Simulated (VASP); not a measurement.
Set up this calculation in VASP 6.6.1, as the native input.

| Quantity | Value |
| --- | --- |
| Task | single point |
| Functional | PBE |
| Potentials or basis | VASP PAW PBE potentials, release 64 (Hf_pv, N) |
| Cutoff | 600 eV |
| k mesh | 10 × 10 × 10 |
| Occupations | gaussian, width 0.05 eV |
| Spin | no spin polarisation |
| Dipole correction | no |
| Further INCAR settings | ALGO = Normal; EDIFF = 1e-06; NBANDS = 14 |

The structure of HfN lies in POSCAR:

```
HfN
1.0
    0.0000000000      2.2590026142      2.2590026142
    2.2590026142      0.0000000000      2.2590026142
    2.2590026142      2.2590026142      0.0000000000
Hf N
1 1
Direct
    0.5000000000      0.5000000000      0.5000000000
    0.0000000000      0.0000000000      0.0000000000
```

These files were run (other wordings do the same):

INCAR

```
SYSTEM = HfN
ALGO = Normal ; EDIFF = 1E-6
ENCUT = 600 ; GGA = PE
GGA_COMPAT = .False. ; ISIF = 2
ISMEAR = 0 ; LASPH = .True.
LCHARG = .True. ; LELF = .True.
LREAL = .False. ; LVHAR = .True.
LWAVE = .False. ; NBANDS = 14
NELM = 120 ; PREC = Accurate
SIGMA = 0.05
```

KPOINTS

```
k-points
0
Gamma
  10 10 10
  0 0 0
```

Potentials or basis: VASP PAW PBE potentials, release 64 (Hf_pv, N).

Command:

```sh
$ cat potpaw_PBE.64/Hf_pv/POTCAR potpaw_PBE.64/N/POTCAR > POTCAR
$ mpirun -np 1 vasp_std > vasp.out
```

Results of the run:

| Property | Result |
| --- | --- |
| Pressure | 2.9 GPa |

It took 25 s on 1 thread of AMD EPYC 9R45 (Zen 5), with other jobs on the host, peak memory 0.14 GiB.
